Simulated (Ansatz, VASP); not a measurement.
**AlCo: VASP beside Ansatz**

```xyz
2
Lattice="2.6562 0.0000 0.0000 0.0000 2.6562 0.0000 0.0000 0.0000 3.1874" Properties=species:S:1:pos:R:3 pbc="T T T"
Al    0.0000    0.0000    0.0000
Co    1.3281    1.3281    1.5937
```

Alike in both runs: task single point; functional PBEsol; k mesh 24 × 24 × 24; occupations gaussian, width 0.15 eV; no spin polarisation.

```csv
,VASP,Ansatz
version,VASP 6.6.1,Ansatz 0.2.0
potentials or method,"VASP PAW PBE potentials, release 64 (Al, Co), cutoff 520 eV","scalar-relativistic, plane waves, PAW"
valence electrons in the cell,12,20
```

```csv
,VASP,Ansatz,Ansatz less VASP
gap on the k mesh at the Fermi level (eV),none,none,-
pressure (GPa),2.8,3.0,+0.21
"traceless stress, the component that is largest in VASP (GPa)",-11.66,-11.52,+0.148
```

VASP's potentials were made for PBE, not for PBEsol. A gap of «none» marks a metal or a gap that the smearing closes. With one functional, cell and mesh, what is left measures potentials, basis and numerics. VASP's potentials hold 12 valence electrons a cell and Ansatz's 20, so a difference there can come from the potentials and not from the codes.
